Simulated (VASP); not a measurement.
# SiO2 (Stishovite) (P4_2/mnm) in VASP: further runs, part 2 of 2

VASP 6.6.1. Earlier steps stand in the parts before.

### Step 3. Electric field gradients, PBE

File INCAR:

```
ALGO     = Normal         # electronic algorithm
EDIFF    = 1E-8           # SCF threshold, eV
ENCUT    = 520            # plane-wave cutoff, eV
GGA      = PE             # functional
ISIF     = 2              # what is computed and relaxed
ISMEAR   = -1             # smearing method
LASPH    = T              # aspherical terms in the spheres
LCHARG   = F              # write CHGCAR
LEFG     = T            
LREAL    = F              # projectors in reciprocal space
LWAVE    = F              # write WAVECAR
NBANDS   = 25             # bands
NELM     = 60             # most SCF steps
PREC     = Accurate       # precision mode
SIGMA    = 0.02           # smearing width, eV
```

File KPOINTS:

```
k-points
0
Gamma
  7 7 11
```

File POSCAR:

```
SiO2
1.0
    4.1667000000      0.0000000000      0.0000000000
    0.0000000000      4.1667000000      0.0000000000
    0.0000000000      0.0000000000      2.6645000000
Si O
2 4
Direct
    0.0000000000      0.0000000000      0.0000000000
    0.5000000000      0.5000000000      0.5000000000
    0.3061000000      0.3061000000      0.0000000000
    0.1939000000      0.8061000000      0.5000000000
    0.6939000000      0.6939000000      0.0000000000
    0.8061000000      0.1939000000      0.5000000000
```

Potentials or basis: VASP PAW PBE potentials, release 64 (Si, O).

The run is started by

```bash
> cat potpaw_PBE.64/Si/POTCAR potpaw_PBE.64/O/POTCAR > POTCAR
> mpirun -np 1 vasp_std > vasp.out
```

OUTCAR:

```text
EDIFF = 1E-8
   ENCUT = 520
   GGA = PE
   ISIF = 2
   ISMEAR = -1
   LASPH = T
   LREAL = F
   NELM = 60
   PREC = Accurate

 ion  position               nearest neighbor table
   1  0.000  0.000  0.000-   4 1.76   6 1.76   4 1.76   6 1.76   5 1.80   3 1.80
   2  0.500  0.500  0.500-   3 1.76   5 1.76   3 1.76   5 1.76   4 1.80   6 1.80
   3  0.306  0.306  0.000-   2 1.76   2 1.76   1 1.80
   4  0.194  0.806  0.500-   1 1.76   1 1.76   2 1.80
   5  0.694  0.694  0.000-   2 1.76   2 1.76   1 1.80
   6  0.806  0.194  0.500-   1 1.76   1 1.76   2 1.80

  LATTYP: Found a simple tetragonal cell.
[... 915 lines left out ...]
   2       8.617     8.617   -17.234   -11.770    -0.000    -0.000
   3     -23.551   -23.551    47.103    85.897    -0.000     0.000
   4     -23.551   -23.551    47.103   -85.897    -0.000     0.000
   5     -23.551   -23.551    47.103    85.897     0.000    -0.000
   6     -23.551   -23.551    47.103   -85.897     0.000     0.000
---------------------------------------------------------------------

 Electric field gradients after diagonalization (V/A^2)
 (convention: |V_zz| > |V_xx| > |V_yy|)
----------------------------------------------------------------------
 ion       V_xx      V_yy      V_zz     asymmetry (V_yy - V_xx)/ V_zz
----------------------------------------------------------------------
   1     -17.234    -3.153    20.387       0.691
   2     -17.234    -3.153    20.387       0.691
   3      62.346    47.103  -109.448       0.139
   4      62.346    47.103  -109.448       0.139
   5      62.346    47.103  -109.448       0.139
   6      62.346    47.103  -109.448       0.139
----------------------------------------------------------------------

           NMR quadrupolar parameters

 Cq : quadrupolar parameter    Cq=e*Q*V_zz/h
 eta: asymmetry parameters     (V_yy - V_xx)/ V_zz
 Q  : nuclear electric quadrupole moment in mb (millibarn)
----------------------------------------------------------------------
 ion       Cq(MHz)       eta       Q (mb)
----------------------------------------------------------------------
   1       0.049       0.691       1.000
   2       0.049       0.691       1.000
   3      -0.265       0.139       1.000
   4      -0.265       0.139       1.000
   5      -0.265       0.139       1.000
   6      -0.265       0.139       1.000
----------------------------------------------------------------------
```

Run time: 38 s. Hardware: 1 thread of Intel Xeon 6975P-C, shared host; peak memory 0.18 GiB.

What came out:

```
Free energy            : -46.2346 eV
Pressure               : 13.3 GPa
Largest force          : 0.188 eV/Å
Band gap on the k mesh : 5.72 eV, direct
```

Forces on the atoms (eV/Å):
```
Si   0.000  0.000  0.000
Si   0.000  0.000  0.000
O   -0.133 -0.133  0.000
O    0.133 -0.133  0.000
O    0.133  0.133  0.000
O   -0.133  0.133  0.000
```

Levels at points of the mesh, in eV from the valence-band top:
```
           k point  band 14  band 15  band 16  band 17  band 18  band 19
(0.00, 0.00, 0.00)    -0.88    -0.88     0.00     5.72     6.70     8.54
```

Electric field gradients, principal values (V/Å²):
| atom | least | middle | greatest (by size) |
| --- | --- | --- | --- |
| 1 Si | -3.153 | -17.234 | 20.387 |
| 2 Si | -3.153 | -17.234 | 20.387 |
| 3 O | 47.103 | 62.346 | -109.448 |
| 4 O | 47.103 | 62.346 | -109.448 |
| 5 O | 47.103 | 62.346 | -109.448 |
| 6 O | 47.103 | 62.346 | -109.448 |

Caveat: without QUAD_EFG the Cq values of the log hold for a quadrupole moment of 1 mb, not for the nuclei.

### Step 4. Electric field gradients, LDA

File INCAR:

```
ALGO = Normal
EDIFF = 1E-8
ENCUT = 520
GGA = CA
ISIF = 2
ISMEAR = -1
LASPH = True
LCHARG = False
LEFG = True
LREAL = False
LWAVE = False
NBANDS = 25
NELM = 60
PREC = Accurate
SIGMA = 0.02
```

KPOINTS is that of step 3.

File POSCAR:

```
SiO2
1.0
    4.1667000000      0.0000000000      0.0000000000
    0.0000000000      4.1667000000      0.0000000000
    0.0000000000      0.0000000000      2.6645000000
Si O
2 4
Direct
    0.0000000000      0.0000000000      0.0000000000
    0.5000000000      0.5000000000      0.5000000000
    0.3052551835      0.3052551835      0.0000000000
    0.1947448165      0.8052551835      0.5000000000
    0.6947448165      0.6947448165      0.0000000000
    0.8052551835      0.1947448165      0.5000000000
```

Potentials or basis: VASP PAW LDA potentials, release 64 (Si, O).

The run is started by

```bash
> cat potpaw_LDA.64/Si/POTCAR potpaw_LDA.64/O/POTCAR > POTCAR
> mpirun -np 1 vasp_std > vasp.out
```

OUTCAR:

```text
EDIFF = 1E-8
   ENCUT = 520
   GGA = CA
   ISIF = 2
   ISMEAR = -1
   LASPH = True
   LREAL = False
   NELM = 60
   PREC = Accurate

 ion  position               nearest neighbor table
   1  0.000  0.000  0.000-   4 1.76   6 1.76   4 1.76   6 1.76   5 1.80   3 1.80
   2  0.500  0.500  0.500-   3 1.76   5 1.76   3 1.76   5 1.76   4 1.80   6 1.80
   3  0.305  0.305  0.000-   2 1.76   2 1.76   1 1.80
   4  0.195  0.805  0.500-   1 1.76   1 1.76   2 1.80
   5  0.695  0.695  0.000-   2 1.76   2 1.76   1 1.80
   6  0.805  0.195  0.500-   1 1.76   1 1.76   2 1.80

  LATTYP: Found a simple tetragonal cell.
 ALAT       =     4.1667000000
 C/A-ratio  =     0.6394748842

  Lattice vectors:
[... 912 lines left out ...]
   3     -22.793   -22.793    45.585    84.302    -0.000    -0.000
   4     -22.793   -22.793    45.585   -84.302     0.000    -0.000
   5     -22.793   -22.793    45.585    84.302     0.000     0.000
   6     -22.793   -22.793    45.585   -84.302     0.000    -0.000
---------------------------------------------------------------------

 Electric field gradients after diagonalization (V/A^2)
 (convention: |V_zz| > |V_xx| > |V_yy|)
----------------------------------------------------------------------
 ion       V_xx      V_yy      V_zz     asymmetry (V_yy - V_xx)/ V_zz
----------------------------------------------------------------------
   1     -15.763    -2.351    18.114       0.740
   2     -15.763    -2.351    18.114       0.740
   3      61.509    45.585  -107.094       0.149
   4      61.509    45.585  -107.094       0.149
   5      61.509    45.585  -107.094       0.149
   6      61.509    45.585  -107.094       0.149
----------------------------------------------------------------------

           NMR quadrupolar parameters

 Cq : quadrupolar parameter    Cq=e*Q*V_zz/h
 eta: asymmetry parameters     (V_yy - V_xx)/ V_zz
 Q  : nuclear electric quadrupole moment in mb (millibarn)
----------------------------------------------------------------------
 ion       Cq(MHz)       eta       Q (mb)
----------------------------------------------------------------------
   1       0.044       0.740       1.000
   2       0.044       0.740       1.000
   3      -0.259       0.149       1.000
   4      -0.259       0.149       1.000
   5      -0.259       0.149       1.000
   6      -0.259       0.149       1.000
----------------------------------------------------------------------
```

OSZICAR:

```text
N       E                     dE             d eps       ncg     rms          rms(c)
DAV:   1     0.125888591238E+03    0.12589E+03   -0.17716E+04  3032   0.124E+03
DAV:   2    -0.501662820538E+02   -0.17605E+03   -0.16868E+03  3782   0.277E+02
DAV:   3    -0.568322284479E+02   -0.66659E+01   -0.66375E+01  4020   0.515E+01
DAV:   4    -0.568746404659E+02   -0.42412E-01   -0.42400E-01  3522   0.480E+00
DAV:   5    -0.568749861827E+02   -0.34572E-03   -0.34564E-03  4059   0.410E-01    0.179E+01
DAV:   6    -0.520448799624E+02    0.48301E+01   -0.13485E+01  3813   0.245E+01    0.860E+00
DAV:   7    -0.520057334646E+02    0.39146E-01   -0.78438E-01  3765   0.501E+00    0.302E+00
DAV:   8    -0.519752899951E+02    0.30443E-01   -0.30999E-02  3743   0.146E+00    0.105E+00
DAV:   9    -0.519695652746E+02    0.57247E-02   -0.55573E-03  3902   0.572E-01    0.206E-01
DAV:  10    -0.519695634034E+02    0.18712E-05   -0.20238E-04  3791   0.104E-01    0.716E-02
DAV:  11    -0.519695638582E+02   -0.45486E-06   -0.19456E-05  3863   0.309E-02    0.191E-02
DAV:  12    -0.519695637948E+02    0.63425E-07   -0.87324E-07  3710   0.738E-03    0.706E-03
DAV:  13    -0.519695637022E+02    0.92628E-07   -0.45348E-07  3935   0.481E-03    0.762E-04
DAV:  14    -0.519695637024E+02   -0.23283E-09   -0.17649E-08  2928   0.962E-04
   1 F= -.51969564E+02 E0= -.51969564E+02  d E =-.246294E-12
```

It took 36 s on 1 thread of Intel Xeon 6975P-C, shared host; peak memory 0.17 GiB.

What came out:

```yaml
Free_energy: -51.9696 eV
Pressure: -1.3 GPa
Largest_force: 0.080 eV/Å
Band_gap_on_the_k_mesh: 5.69 eV, direct
```

Forces in eV/Å, atoms in the order of the input:
```
Si   0.000  0.000  0.000
Si   0.000  0.000  0.000
O    0.057  0.057  0.000
O   -0.057  0.057  0.000
O   -0.057 -0.057  0.000
O    0.057 -0.057  0.000
```

Stress tensor (GPa, compression positive):
```
-1.77  0.00  0.00
 0.00 -1.77  0.00
 0.00  0.00 -0.28
```

Electric field gradients, principal values (V/Å²):
```tsv
atom	least	middle	greatest (by size)
1 Si	-2.351	-15.763	18.114
2 Si	-2.351	-15.763	18.114
3 O	45.585	61.509	-107.094
4 O	45.585	61.509	-107.094
5 O	45.585	61.509	-107.094
6 O	45.585	61.509	-107.094
```

Caveat: without QUAD_EFG the Cq values of the log hold for a quadrupole moment of 1 mb, not for the nuclei. LDA gaps usually lie below the measured ones, often by a third to a half.
